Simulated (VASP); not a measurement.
Wanted: the native input for a VASP 6.6.1 run.

```yaml
Task: single point
Functional: PBE
Potentials_or_basis: VASP PAW PBE potentials, release 64 (Pb_d)
Cutoff: 520 eV
k_mesh: 4 × 4 × 4
Occupations: gaussian, width 0.1 eV
Spin: no spin polarisation
Dipole_correction: no
Further_INCAR_settings: ALGO = Fast; EDIFF = 1e-06; NBANDS = 36
```

The structure of Pb lies in POSCAR:

```
Pb
1.0
    2.8012468215     -4.8287024758      0.0000000000
    2.8012468215      4.8287024758      0.0000000000
    0.0000000000      0.0000000000      5.5824678500
Pb
4
Direct
    0.1598747967      0.8401252033      0.0871771899
    0.6598747967      0.3401252033      0.4128228101
    0.8401252033      0.1598747967      0.9128228101
    0.3401252033      0.6598747967      0.5871771899
```

One way to write it, as run:

INCAR

```
SYSTEM = Pb
PREC     = Accurate       ! precision mode
ENCUT    = 520            ! plane-wave cutoff, eV
EDIFF    = 1E-6           ! SCF threshold, eV
ISMEAR   = 0              ! smearing method
SIGMA    = 0.1            ! smearing width, eV
LREAL    = .FALSE.        ! projectors in reciprocal space
LASPH    = .TRUE.         ! aspherical terms in the spheres
NELM     = 100            ! most SCF steps
ALGO     = Fast           ! electronic algorithm
ISIF     = 2              ! what is computed and relaxed
LWAVE    = .FALSE.        ! write WAVECAR
LCHARG   = .FALSE.        ! write CHGCAR
GGA      = PE             ! functional
NBANDS   = 36             ! bands
```

KPOINTS

```
regular mesh
0
G
  4 4 4
  0 0 0
```

Potentials or basis: VASP PAW PBE potentials, release 64 (Pb_d).

Launch:

```sh
$ cat potpaw_PBE.64/Pb_d/POTCAR > POTCAR
$ mpirun -np 1 vasp_std > vasp.out
```

It gave:

The pressure is -0.1 GPa and the largest force is 0.017 eV/Å. The band gap on the k mesh is zero (bands 28 and 29 overlap by 0.93 eV).

Caveat: spin-orbit coupling is left out, which moves the levels of the heavy elements.

Run time: 94 s on 1 thread of AMD EPYC 9R45 96-Core Processor (Zen 5), with other jobs on the host, peak memory 0.26 GiB.
